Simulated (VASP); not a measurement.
# SiC (F-43m) in VASP: further runs

SiC is run at these levels: PBEsol; tasks: single point.

All numbers are computed with VASP 6.6.1; they aren't measurements. Logs are shortened: lines on timing, memory, paths and dates and some standing lists are left out, and cuts for length are marked.

## 1. The cell of the first run

It takes space group F-43m (No. 216, cubic). Conventional cell: a = 4.338 Å, b = 4.338 Å, c = 4.338 Å, α = 90.00°, β = 90.00°, γ = 90.00°. Si (site symmetry -43m) has 4 C at 1.88 Å within 2.5 Å. C (site symmetry -43m) has 4 Si at 1.88 Å within 2.5 Å.

## 2. Single point, PBEsol (strained)

Input file INCAR:

```
SYSTEM = SiC
ALGO = Normal ; EDIFF = 1E-7
ENCUT = 520 ; GGA = PS
ISIF = 2 ; ISMEAR = 0
LASPH = .TRUE. ; LCHARG = .FALSE.
LREAL = .FALSE. ; LWAVE = .FALSE.
NBANDS = 11 ; NELM = 80
PREC = Accurate ; SIGMA = 0.02
```

Input file KPOINTS:

```
k-points
0
G
  12 12 12
  0 0 0
```

Input file POSCAR:

```
SiC
1.0
    0.0000000000      2.1691302400      2.1691302400
    2.1691302400      0.0000000000      2.1691302400
    2.1691302400      2.1691302400      0.0000000000
Si C
1 1
Direct
    0.0000000000      0.0000000000      0.0000000000
    0.7500000000      0.7500000000      0.7500000000
```

Potentials or basis: VASP PAW PBE potentials, release 64 (Si, C).

Run with:

```console
cat potpaw_PBE.64/Si/POTCAR potpaw_PBE.64/C/POTCAR > POTCAR
mpirun -np 1 vasp_std > vasp.out
```

OUTCAR:

```text
SYSTEM = SiC
   EDIFF = 1E-7
   ENCUT = 520
   GGA = PS
   ISIF = 2
   ISMEAR = 0
   LASPH = .TRUE.
   LREAL = .FALSE.
   NELM = 80
   PREC = Accurate

 ion  position               nearest neighbor table
   1  0.000  0.000  0.000-   2 1.88   2 1.88   2 1.88   2 1.88
   2  0.750  0.750  0.750-   1 1.88   1 1.88   1 1.88   1 1.88

  LATTYP: Found a face centered cubic cell.
 ALAT       =     4.3382604800

  Lattice vectors:

 A1 = (   0.0000000000,   2.1691302400,   2.1691302400)
 A2 = (   2.1691302400,   0.0000000000,   2.1691302400)
 A3 = (   2.1691302400,   2.1691302400,   0.0000000000)

Analysis of symmetry for initial positions (statically):
=====================================================================
 Subroutine PRICEL returns:
 Original cell was already a primitive cell.

 Routine SETGRP: Setting up the symmetry group for a
 face centered cubic supercell.

 Subroutine GETGRP returns: Found 24 space group operations
 (whereof 24 operations were pure point group operations)
 out of a pool of 48 trial point group operations.

The static configuration has the point symmetry T_d .

Analysis of symmetry for dynamics (positions and initial velocities):
=====================================================================
 Subroutine PRICEL returns:
 Original cell was already a primitive cell.

 Routine SETGRP: Setting up the symmetry group for a
 face centered cubic supercell.

 Subroutine GETGRP returns: Found 24 space group operations
 (whereof 24 operations were pure point group operations)
 out of a pool of 48 trial point group operations.

The dynamic configuration has the point symmetry T_d .

 Subroutine INISYM returns: Found 24 space group operations
 (whereof 24 operations are pure point group operations),
 and found     1 'primitive' translations

----------------------------------------------------------------------------------------

                                     Primitive cell

  volume of cell :      20.4121

  direct lattice vectors                    reciprocal lattice vectors
     0.000000000  2.169130240  2.169130240    -0.230507136  0.230507136  0.230507136
     2.169130240  0.000000000  2.169130240     0.230507136 -0.230507136  0.230507136
     2.169130240  2.169130240  0.000000000     0.230507136  0.230507136 -0.230507136

  length of vectors
     3.067613404  3.067613404  3.067613404     0.399250072  0.399250072  0.399250072

  position of ions in fractional coordinates (direct lattice)
     0.000000000  0.000000000  0.000000000
     0.750000000  0.750000000  0.750000000

  ion indices of the primitive-cell ions
   primitive index   ion index
                 1           1
                 2           2

----------------------------------------------------------------------------------------

 KPOINTS: k-points

Automatic generation of k-mesh.
 Grid dimensions read from file:
 generate k-points for:   12   12   12

 Generating k-lattice:

  Cartesian coordinates                     Fractional coordinates (reciprocal lattice)
    -0.019208928  0.019208928  0.019208928     0.083333333  0.000000000  0.000000000
     0.019208928 -0.019208928  0.019208928     0.000000000  0.083333333  0.000000000
     0.019208928  0.019208928 -0.019208928     0.000000000  0.000000000  0.083333333

  Length of vectors
     0.033270839  0.033270839  0.033270839

  Shift w.r.t. Gamma in fractional coordinates (k-lattice)
     0.000000000  0.000000000  0.000000000

 Subroutine IBZKPT returns following result:
 ===========================================

 Found     72 irreducible k-points:

 Following reciprocal coordinates:
            Coordinates               Weight
  0.000000  0.000000  0.000000      1.000000
  0.083333  0.000000  0.000000      8.000000
  0.166667  0.000000  0.000000      8.000000
  0.250000  0.000000  0.000000      8.000000
  0.333333  0.000000  0.000000      8.000000
  0.416667  0.000000  0.000000      8.000000
[... 16 lines left out ...]
  0.500000  0.166667  0.000000     24.000000
 -0.416667  0.166667  0.000000     24.000000
 [... further k-points ...]
   k-points           NKPTS =     72   k-points in BZ     NKDIM =     72   number of bands    NBANDS=     11
   number of dos      NEDOS =    301   number of ions     NIONS =      2
   total plane-waves  NPLWV =  13824
   dimension x,y,z NGX =    24 NGY =   24 NGZ =   24
   dimension x,y,z NGXF=    48 NGYF=   48 NGZF=   48
   ions per type =               1   1
   NGX,Y,Z   is equivalent  to a cutoff of  13.01, 13.01, 13.01 a.u.
   NGXF,Y,Z  is equivalent  to a cutoff of  26.01, 26.01, 26.01 a.u.
 SYSTEM =  SiC
   PREC   = accura    normal or accurate (medium, high low for compatibility)
   ISTART =      0    job   : 0-new  1-cont  2-samecut
   ICHARG =      2    charge: 1-file 2-atom 10-const
   ISPIN  =      1    spin polarized calculation?
   LNONCOLLINEAR =      F non collinear calculations
   LSORBIT =      F    spin-orbit coupling
   LASPH  =      T    aspherical Exc in radial PAW
   ENCUT  =  520.0 eV  38.22 Ry    6.18 a.u.   5.70  5.70  5.70*2*pi/ulx,y,z
   NELM   =     80;   NELMIN=  2; NELMDL= -5     # of ELM steps
   EDIFF  = 0.1E-06   stopping-criterion for ELM
   LREAL  =      F    real-space projection
   EDIFFG = 0.1E-05   stopping-criterion for IOM
   NSW    =      0    number of steps for IOM
   IBRION =     -1    ionic relax: 0-MD 1-quasi-New 2-CG
   NFREE  =      0    steps in history (QN), initial steepest desc. (CG)
   ISIF   =      2    stress and relaxation
   ISYM   =      2    0-nonsym 1-usesym 2-fastsym
   POTIM  = 0.5000    time-step for ionic-motion
   TEBEG  =    0.0;   TEEND  =   0.0 temperature during run
   PSTRESS=    0.0 pullay stress
   NELECT =       8.0000    total number of electrons
   NUPDOWN=      -1.0000    fix difference up-down
   EMIN   =  10.00;   EMAX   =-10.00  energy-range for DOS
   EFERMI =   0.00;   METHOD = LEGACY
   ISMEAR =     0;   SIGMA  =   0.02  broadening in eV -4-tet -1-fermi 0-gaus
   EFERMI_NEDOS =   21; number of points for ismear=-14 and -15
   IALGO  =     38    algorithm
   IMIX   =      4    mixing-type and parameters
     AMIX     =   0.40;   BMIX     =  1.00
     AMIX_MAG =   1.60;   BMIX_MAG =  1.00
  volume/ion in A,a.u.               =      10.21        68.87
  Fermi-wavevector in a.u.,A,eV,Ry     =   1.198053  2.263991 19.528849  1.435330
  Thomas-Fermi vector in A             =   2.333952
   LORBIT       =      0    0 simple, 1 ext, 2 COOP (PROOUT), +10 PAW based schemes
   GGA     = PS    functional components
   LHFCALC =     F    Hartree Fock is set to
   AEXX    =    0.0000 exact exchange contribution
   IVDW    =     0    specifies the selected vdW correction
   LEPSILON=     F    determine dielectric tensor
   LRPA    =     F    only Hartree local field effects (RPA)
 non-spin polarized calculation
 Gauss-broadening in eV      SIGMA  =   0.02
  energy-cutoff  :      520.00
  volume of cell :       20.41
 maximum number of plane-waves:       568
   NGX = 11   NGY = 11   NGZ = 11

 number of electron       8.0000000 magnetization

 Free energy of the ion-electron system (eV)
  ---------------------------------------------------
  ext. energy  EPLUGINS =         0.00000000
  ---------------------------------------------------
  free energy    TOTEN  =       -15.91207964 eV

  energy without entropy =      -15.91207964  energy(sigma->0) =      -15.91207964

 E-fermi :   8.3646     XC(G=0): -11.5637

 val. band max:        8.2100951290   @ k =   0.0000   0.0000   0.0000
 cond. band min:       9.4315421932   @ k =   0.5000   0.5000   0.0000
 fundamental gap:      1.2214470642
 Fermi energy:         8.3645969323

 k-point     1 :       0.0000    0.0000    0.0000
  band No.  band energies     occupation
      1      -7.3216      2.00000
      2       8.2101      2.00000
      3       8.2101      2.00000
      4       8.2101      2.00000
      5      14.5558      0.00000
      6      15.5471      0.00000
      7      15.5471      0.00000
      8      15.5471      0.00000
      9      22.7466      0.00000
     10      22.7466      0.00000
     11      24.6843      0.00000

 k-point     2 :       0.0833    0.0000    0.0000
  band No.  band energies     occupation
      1      -7.1838      2.00000
      2       7.4776      2.00000
      3       8.1142      2.00000
      4       8.1142      2.00000
      5      14.7739      0.00000
      6      15.7182      0.00000
      7      15.7253      0.00000
      8      15.7253      0.00000
      9      21.9682      0.00000
     10      21.9682      0.00000
     11      24.5307      0.00000

 k-point     3 :       0.1667    0.0000    0.0000
  band No.  band energies     occupation
      1      -6.7742      2.00000
      2       5.8167      2.00000
      3       7.8771      2.00000
      4       7.8771      2.00000
      5      14.6123      0.00000
      6      16.0675      0.00000
      7      16.0675      0.00000
      8      16.6310      0.00000
      9      21.1587      0.00000
     10      21.1587      0.00000
     11      23.7773      0.00000

 k-point     4 :       0.2500    0.0000    0.0000
  band No.  band energies     occupation
      1      -6.1068      2.00000
      2       3.8708      2.00000
      3       7.5989      2.00000
      4       7.5989      2.00000
      5      14.2550      0.00000
      6      16.1327      0.00000
      7      16.1327      0.00000
      8      17.6063      0.00000
      9      21.3144      0.00000
     10      21.3144      0.00000
     11      23.2688      0.00000
[... 239 lines left out ...]
 k-point    22 :       0.4167    0.1667    0.0000
  band No.  band energies     occupation
      1      -4.4393      2.00000
      2       1.6883      2.00000
      3       5.8700      2.00000
      4       6.3505      2.00000
      5      12.9298      0.00000
      6      16.1403      0.00000
      7      17.5176      0.00000
      8      17.7472      0.00000
      9      21.6968      0.00000
     10      25.5655      0.00000
     11      26.1140      0.00000

 k-point    23 :       0.5000    0.1667    0.0000
  band No.  band energies     occupation
      1      -3.5301      2.00000
      2       0.3291      2.00000
      3       5.4040      2.00000
      4       6.4351      2.00000
      5      12.9834      0.00000
      6      16.0646      0.00000
      7      17.0676      0.00000
      8      18.9048      0.00000
      9      22.1666      0.00000
     10      25.5704      0.00000
     11      26.4172      0.00000

 k-point    24 :      -0.4167    0.1667    0.0000
  band No.  band energies     occupation
      1      -3.3403      2.00000
      2       0.0791      2.00000
      3       5.0831      2.00000
      4       6.6801      2.00000
      5      13.2982      0.00000
      6      15.9720      0.00000
      7      16.7426      0.00000
      8      19.4424      0.00000
      9      22.9059      0.00000
     10      23.6458      0.00000
     11      26.3798      0.00000

 [... further k-points ...]

------------------------ aborting loop because EDIFF is reached ----------------------------------------

  FORCE on cell =-STRESS in cart. coord.  units (eV):
  Direction    XX          YY          ZZ          XY          YZ          ZX
  --------------------------------------------------------------------------------------
  -------------------------------------------------------------------------------------
  Total        0.4167849      0.4167849      0.4167849      0.0000000      0.0000000      0.0000000
  in kB       32.7141503     32.7141503     32.7141503      0.0000000      0.0000000      0.0000000
  external PRESSURE =      32.7141503 kB  Pullay stress =       0.0000000 kB

 VOLUME and BASIS-vectors are now :
 -----------------------------------------------------------------------------
  energy-cutoff  :      520.00
  volume of cell :       20.41
      direct lattice vectors                 reciprocal lattice vectors
     0.000000000  2.169130240  2.169130240    -0.230507136  0.230507136  0.230507136
     2.169130240  0.000000000  2.169130240     0.230507136 -0.230507136  0.230507136
     2.169130240  2.169130240  0.000000000     0.230507136  0.230507136 -0.230507136

 POSITION                                       TOTAL-FORCE (eV/Angst)
 -----------------------------------------------------------------------------------
      0.00000      0.00000      0.00000        -0.000000     -0.000000     -0.000000
      3.25370      3.25370      3.25370         0.000000      0.000000      0.000000
 -----------------------------------------------------------------------------------
    total drift:                               -0.000000     -0.000000     -0.000000

  FREE ENERGIE OF THE ION-ELECTRON SYSTEM (eV)
  ---------------------------------------------------
  free  energy   TOTEN  =       -15.9120796394 eV

  energy  without entropy=      -15.9120796394  energy(sigma->0) =      -15.91207964
```

Run time: 8.2 s. Hardware: 1 thread of Intel Xeon 6975P-C, shared host; peak memory 0.14 GiB.

Results:

```yaml
Free_energy: -15.9121 eV
Pressure: 3.3 GPa
Band_gap_on_the_k_mesh: 1.22 eV, indirect (least direct gap 4.46 eV)
```

Caveat: the cell differs from its parent crystal (strained); the PAW data sets were made with another functional, which shifts forces and pressure a little. A k mesh can miss the band edges.

(Continued in part 2 of 2.)
